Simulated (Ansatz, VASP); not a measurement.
**Si in VASP and in Ansatz**

The input POSCAR:

```
Si
1.0
    0.0000000000      2.7155000000      2.7155000000
    2.7155000000      0.0000000000      2.7155000000
    2.7155000000      2.7155000000      0.0000000000
Si
2
Direct
    0.0000000000      0.0000000000      0.0000000000
    0.2500000000      0.2500000000      0.2500000000
```

File INCAR.step1:

```
  PREC = Accurate
  ENCUT = 600
  ISMEAR = 0
  SIGMA = 0.01
  LREAL = F
  LASPH = T
  NELM = 60
  GGA = PE
  ALGO = Normal
  EDIFF = 1E-4
  LWAVE = T
  LCHARG = F
```

INCAR.step2

```
  PREC = Accurate
  ENCUT = 600
  EDIFF = 1E-6
  ISMEAR = 0
  SIGMA = 0.01
  LREAL = F
  LASPH = T
  NELM = 60
  ALGO = Normal
  ISIF = 3
  LWAVE = F
  LCHARG = F
  METAGGA = R2SCAN
  LMIXTAU = T
  IBRION = 2
  NSW = 80
  EDIFFG = -0.002
  ISTART = 1
```

KPOINTS

```
Automatic mesh
0
Gamma
  10 10 10
```

Input for Ansatz:

```yaml
crystal:
  lattice:
    - [0.0, 2.7155, 2.7155]
    - [2.7155, 0.0, 2.7155]
    - [2.7155, 2.7155, 0.0]
  atoms:
    - { symbol: Si, position: [0.0, 0.0, 0.0] }
    - { symbol: Si, position: [0.25, 0.25, 0.25] }
scf:
  occupations: { method: gaussian, width: 0.01 }
output:
  forces: true
  stress: true
  eigenvalues: true
hamiltonian:
  xc: r2scan
kpoints:
  mp_grid: { grid: [10, 10, 10] }
relax:
  f_tol: 0.002
  cell: { stress_tol: 0.02 }
```

Alike in both runs: task relaxation of cell and atoms; functional r2SCAN; k mesh 10 × 10 × 10; occupations gaussian, width 0.01 eV; no spin polarisation.

|  | VASP | Ansatz |
| --- | --- | --- |
| version | VASP 6.6.1 | Ansatz 0.2.0 |
| potentials or method | VASP PAW PBE potentials, release 64 (Si) | scalar-relativistic, plane waves, PAW |
| plane-wave cutoff (eV) | 600 | 500 |
| valence electrons in the cell | 8 | 8 |

```tsv
	VASP	Ansatz	Ansatz less VASP
gap on the k mesh at the Fermi level, each at its own relaxed structure (eV)	0.79	0.78	-0.011
relaxed volume (Å³/atom)	20.12	20.17	+0.050
relaxed length of the cell vector where the two differ most in proportion (Å)	3.846	3.850	+0.0032
```

VASP's potentials were made for PBE, not for r2SCAN.
